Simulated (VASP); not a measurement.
A run of VASP 6.6.1 is set up as follows.

File INCAR:

```
PREC = Accurate ; ENCUT = 600
EDIFF = 1E-6 ; ISMEAR = 0
SIGMA = 0.1 ; LREAL = F
LASPH = T ; NELM = 60
ALGO = Normal ; ISIF = 3
LWAVE = F ; LCHARG = F
GGA = PE ; IBRION = 2
NSW = 90 ; EDIFFG = -0.04
```

Contents of KPOINTS:

```
regular mesh
0
Gamma
  4 4 4
```

Contents of POSCAR:

```
Be3Cd2S
1.0
    5.0675538600      0.0000000000      0.0000000000
    0.0000000000      5.0675538600      0.0000000000
    0.0000000000      0.0000000000      3.7432067000
Be Cd S
3 2 1
Direct
    0.0000000000      0.5000000000      0.5000000000
    0.5000000000      0.0000000000      0.5000000000
    0.0000000000      0.0000000000      0.5000000000
    0.5000000000      0.5000000000      0.5000000000
    0.0000000000      0.0000000000      0.0000000000
    0.5000000000      0.5000000000      0.0000000000
```

Potentials or basis: VASP PAW PBE potentials, release 64 (Be, Cd, S).

Run with:

```sh
$ cat potpaw_PBE.64/Be/POTCAR potpaw_PBE.64/Cd/POTCAR potpaw_PBE.64/S/POTCAR > POTCAR
$ mpirun -np 1 vasp_std > vasp.out
```

Question: What does it give for the band gap on the k mesh?

Answer: Zero (bands 18 and 19 overlap by 1.13 eV).

Question: Predict the relaxed cell.

Answer: a = 4.497 Å, b = 4.497 Å, c = 5.411 Å, α = 90.00°, β = 90.00°, γ = 90.00°.

Final structure:
```
CELL_PARAMETERS angstrom
4.49738 0.00000 0.00000
0.00000 4.49738 0.00000
0.00000 0.00000 5.41130
ATOMIC_POSITIONS crystal
Be 0.00000 0.50000 0.50000
Be 0.50000 0.00000 0.50000
Be 0.00000 0.00000 0.50000
Cd 0.50000 0.50000 0.50000
Cd 0.00000 0.00000 0.00000
S 0.50000 0.50000 0.00000
```

Caveat: the k points lie up to 0.35 Å⁻¹ apart in the final cell, too coarse for converged energies and pressures of a metal; a cell axis changed by over 15 % at a fixed basis, so the end point is rough.
